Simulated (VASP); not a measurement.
# Ta2N in VASP: a series of runs, part 2 of 2

VASP 6.6.1. Earlier steps stand in the parts before.

### Step 4. Relaxation of shape and atoms at fixed volume, PBE (volume scaled by 1.06)

INCAR reads:

```
SYSTEM = Ta2N
ALGO = Normal ; EDIFF = 1E-6
EDIFFG = -0.01 ; ENCUT = 600
GGA = PE ; IBRION = 2
ISIF = 4 ; ISMEAR = 0
LASPH = .TRUE. ; LCHARG = .FALSE.
LREAL = .FALSE. ; LWAVE = .FALSE.
NELM = 80 ; NSW = 50
PREC = Accurate ; SIGMA = 0.1
```

KPOINTS reads:

```
k-points
0
G
  18 18 10
  0 0 0
```

POSCAR reads:

```
Ta2N
1.0
    3.1668713972      0.0000000000      0.0000000000
   -1.5834356986      2.7425910805      0.0000000000
    0.0000000000      0.0000000000      4.9622171532
Ta N
2 1
Direct
    0.6666666667      0.3333333333      0.7468587838
    0.3333333333      0.6666666667      0.2531412162
    0.0000000000      0.0000000000      0.0000000000
```

Run with:

```bash
$ cat potpaw_PBE.64/Ta_pv/POTCAR potpaw_PBE.64/N/POTCAR > POTCAR
$ mpirun -np 1 vasp_std > vasp.out
```

Run time: 4.2 min. Hardware: 1 thread of Intel Xeon 6975P-C (Granite Rapids), shared host; peak memory 0.41 GiB.

The run converged. Its results:

| Quantity | Value |
| --- | --- |
| Free energy | -34.2851 eV |
| Energy gained by relaxing | 0.4 meV/atom |
| Ionic steps | 4 |
| Pressure after relaxing | -13.5 GPa |

Stress tensor (GPa, compression positive):
```
-13.42   0.00   0.00
  0.00 -13.42   0.00
  0.00   0.00 -13.57
```

The path:
```csv
step,energy change (eV),largest force (eV/Å),pressure (GPa),volume (Å³)
1,0.0000,0.1166,-13.85,43.10
2,-0.0009,0.0276,-13.60,43.10
3,-0.0009,0.0063,-13.51,43.10
4,-0.0011,0.0001,-13.47,43.10
```

Final structure:
```cif
data_structure
_symmetry_space_group_name_H-M 'P 1'
_symmetry_Int_Tables_number 1
_cell_length_a 3.1710
_cell_length_b 3.1710
_cell_length_c 4.9494
_cell_angle_alpha 90.000
_cell_angle_beta 90.000
_cell_angle_gamma 120.000
_cell_volume 43.10
loop_
_atom_site_label
_atom_site_type_symbol
_atom_site_fract_x
_atom_site_fract_y
_atom_site_fract_z
_atom_site_occupancy
Ta1 Ta 0.66667 0.33333 0.74858 1
Ta2 Ta 0.33333 0.66667 0.25142 1
N1 N 0.00000 0.00000 0.00000 1
```

Levels at points of the mesh, in eV from the Fermi level:
```csv
k point,band 9,band 10,band 11,band 12,band 13,band 14,band 15,band 16,band 17
"(0.00, 0.00, 0.00)",-5.89,-5.89,-4.93,-0.57,-0.23,-0.23,0.24,0.24,0.36
"(0.50, 0.00, 0.00)",-6.27,-6.16,-4.22,-2.51,-1.41,1.73,1.73,3.34,3.64
"(0.00, 0.00, 0.50)",-6.04,-6.04,-2.66,-2.59,-1.05,-1.05,1.54,1.67,2.06
"(0.50, 0.00, 0.50)",-6.39,-5.94,-3.13,-2.10,-2.09,-0.09,0.76,2.94,3.16
```

Caveat: the cell differs from its parent crystal (volume scaled by 1.06); spin-orbit coupling is left out, which moves the levels of the heavy elements.

### Step 5. Single point, PBE (strained and its atoms moved)

INCAR reads:

```
ALGO = Normal
EDIFF = 1E-7
ENCUT = 520
GGA = PE
ISIF = 2
ISMEAR = 0
LASPH = True
LCHARG = True
LELF = True
LREAL = False
LVHAR = True
LWAVE = False
NBANDS = 20
NELM = 60
PREC = Accurate
SIGMA = 0.1
```

KPOINTS reads:

```
k-points
0
Gamma
  14 14 8
```

POSCAR reads:

```
Ta2N
1.0
    3.1033050211     -0.0311286151      0.0058521796
   -1.5786106820      2.6719686035     -0.0058645305
    0.0091553011     -0.0053081267      4.8532348422
Ta N
2 1
Direct
    0.6637770776      0.3289275708      0.7516065223
    0.3289275708      0.6637770776      0.2483934777
    0.0072953516      0.0072953516      0.0000000000
```

Potentials or basis: VASP PAW PBE potentials, release 64 (Ta_pv, N).

Run with:

```bash
$ cat potpaw_PBE.64/Ta_pv/POTCAR potpaw_PBE.64/N/POTCAR > POTCAR
$ mpirun -np 1 vasp_std > vasp.out
```

OUTCAR:

```text
EDIFF = 1E-7
   ENCUT = 520
   GGA = PE
   ISIF = 2
   ISMEAR = 0
   LASPH = True
   LREAL = False
   NELM = 60
   PREC = Accurate

 ion  position               nearest neighbor table
   1  0.664  0.329  0.752-   3 2.12   3 2.17   3 2.17   2 2.99   2 2.99   2 3.01   2 3.01   2 3.01
                             2 3.05
   2  0.329  0.664  0.248-   3 2.12   3 2.17   3 2.17   1 2.99   1 2.99   1 3.01   1 3.01   1 3.01
                             1 3.05
   3  0.007  0.007  0.000-   2 2.12   1 2.12   1 2.17   2 2.17   1 2.17   2 2.17

  LATTYP: Found a base centered monoclinic cell.
 ALAT       =     5.4062192432
 B/A-ratio  =     0.5640506886
 C/A-ratio  =     0.8977154204
 COS(beta)  =    -0.0043478131

  Lattice vectors:

 A1 = (  -1.5786106820,   2.6719686035,  -0.0058645305)
 A2 = (  -3.1033050211,   0.0311286151,  -0.0058521796)
 A3 = (   0.0091553011,  -0.0053081267,   4.8532348422)

Analysis of symmetry for initial positions (statically):
=====================================================================
[... 164 lines left out ...]
 number of electron      27.0000003 magnetization

 Free energy of the ion-electron system (eV)
  ---------------------------------------------------
  ext. energy  EPLUGINS =         0.00000000
  ---------------------------------------------------
  free energy    TOTEN  =       -34.31850004 eV

  energy without entropy =      -34.31298513  energy(sigma->0) =      -34.31574259

 E-fermi :   7.6491     XC(G=0): -12.9490

 val. band max:        7.6451089936   @ k =   0.2857   0.5000   0.2500
 cond. band min:       7.6531421560   @ k =  -0.0714   0.0714   0.0000
 fundamental gap:      0.0080331624
 Fermi energy:         7.6490856287

 k-point     1 :       0.0000    0.0000    0.0000
  band No.  band energies     occupation
      1     -28.0437      2.00000
      2     -27.2761      2.00000
      3     -27.2411      2.00000
      4     -27.1490      2.00000
      5     -27.1098      2.00000
      6     -27.0089      2.00000
[... 541 lines left out ...]
     19      12.6496      0.00000
     20      13.0720      0.00000

 [... further k-points ...]
[... 5 lines left out ...]
  --------------------------------------------------------------------------------------
  -------------------------------------------------------------------------------------
  Total        1.5892133      2.6064392      1.3648346      0.8809583      0.2423385     -0.4197785
  in kB       63.6486362    104.3889420     54.6621756     35.2827375      9.7057533    -16.8122995
  external PRESSURE =      74.2332513 kB  Pullay stress =       0.0000000 kB

 VOLUME and BASIS-vectors are now :
 -----------------------------------------------------------------------------
  energy-cutoff  :      520.00
  volume of cell :       40.00
      direct lattice vectors                 reciprocal lattice vectors
     3.103305021 -0.031128615  0.005852180     0.324158888  0.191513600 -0.000402040
    -1.578610682  2.671968603 -0.005864531     0.003775706  0.376487486  0.000404653
     0.009155301 -0.005308127  4.853234842    -0.000386318  0.000224005  0.206049111

 POSITION                                       TOTAL-FORCE (eV/Angst)
 -----------------------------------------------------------------------------------
      1.54754      0.85423      3.64968         0.192390      0.209859     -0.993673
     -0.02481      1.76203      1.20354         0.085545      0.271536      0.993671
      0.01112      0.01927     -0.00000        -0.277934     -0.481395      0.000002
 -----------------------------------------------------------------------------------
    total drift:                                0.000205      0.000296     -0.000028

  FREE ENERGIE OF THE ION-ELECTRON SYSTEM (eV)
  ---------------------------------------------------
  free  energy   TOTEN  =       -34.3185000425 eV

  energy  without entropy=      -34.3129851284  energy(sigma->0) =      -34.31574259
```

Run time: 2 min. Hardware: 1 thread of Intel Xeon 6975P-C (Granite Rapids), shared host; peak memory 0.4 GiB.

What came out:

```yaml
Free_energy: -34.3185 eV
Pressure: 7.4 GPa
Largest_force: 1.034 eV/Å
```

Forces on the atoms (eV/Å):
```
Ta   0.192  0.210 -0.994
Ta   0.086  0.272  0.994
N   -0.278 -0.481  0.000
```

Stress tensor (GPa, compression positive):
```
 6.36  3.53 -1.68
 3.53 10.44  0.97
-1.68  0.97  5.47
```

Levels at points of the mesh, in eV from the Fermi level:
| k point | band 10 | band 11 | band 12 | band 13 | band 14 | band 15 | band 16 | band 17 |
| --- | --- | --- | --- | --- | --- | --- | --- | --- |
| (0.00, 0.00, 0.00) | -6.32 | -4.90 | -0.70 | -0.50 | -0.13 | 0.28 | 0.31 | 0.57 |
| (0.50, 0.00, 0.00) | -6.65 | -4.61 | -2.54 | -1.37 | 1.84 | 2.07 | 3.71 | 4.02 |
| (0.50, 0.50, 0.00) | -6.52 | -4.61 | -2.63 | -1.40 | 1.80 | 2.05 | 3.60 | 4.02 |
| (0.00, 0.00, 0.50) | -6.47 | -2.81 | -2.69 | -1.34 | -0.95 | 1.73 | 1.77 | 2.24 |
| (0.50, 0.00, 0.50) | -6.44 | -3.45 | -2.07 | -2.04 | 0.02 | 0.93 | 3.16 | 3.64 |
| (0.50, 0.50, 0.50) | -6.28 | -3.49 | -2.23 | -2.08 | -0.06 | 1.11 | 3.20 | 3.47 |

Caveat: the cell differs from its parent crystal (strained and its atoms moved); spin-orbit coupling is left out, which moves the levels of the heavy elements; forces of over 1 eV/Å act on the atoms, so gaps and moduli don't describe the material at rest.

### Step 6. Overview

```tsv
task	cell	k mesh	cutoff (eV)	smearing	gap on the mesh (eV)	pressure (GPa)	largest force (eV/Å)
single point	a = 3.101, b = 3.101, c = 4.882 Å, angles 90.0, 90.0, 120.0°, 3 atoms	12 × 12 × 8	520	gaussian 0.15 eV	none	0.4	0.04
single point	a = 3.101, b = 3.101, c = 4.882 Å, angles 90.0, 90.0, 120.0°, 3 atoms	18 × 18 × 10	520	gaussian 0.1 eV	none	0.4	0.05
relaxation of shape and atoms at fixed volume	relaxed from a = 3.167, b = 3.167, c = 4.962 Å, angles 90.0, 90.0, 120.0°, 3 atoms	18 × 18 × 10	600	gaussian 0.1 eV	none	-13.5	-
single point	a = 3.103, b = 3.103, c = 4.853 Å, angles 90.2, 89.8, 121.1°, 3 atoms	14 × 14 × 8	520	gaussian 0.1 eV	none	7.4	1.03
```

Alike in all rows: level PBE; potentials or basis VASP PAW PBE potentials, release 64 (Ta_pv, N); no spin polarisation.

Caveats: spin-orbit coupling is left out, which moves the levels of the heavy elements; forces of over 1 eV/Å act on the atoms, so gaps and moduli don't describe the material at rest (some runs).

Total energies depend on the potentials used, so only differences within one code and one set of settings carry meaning.
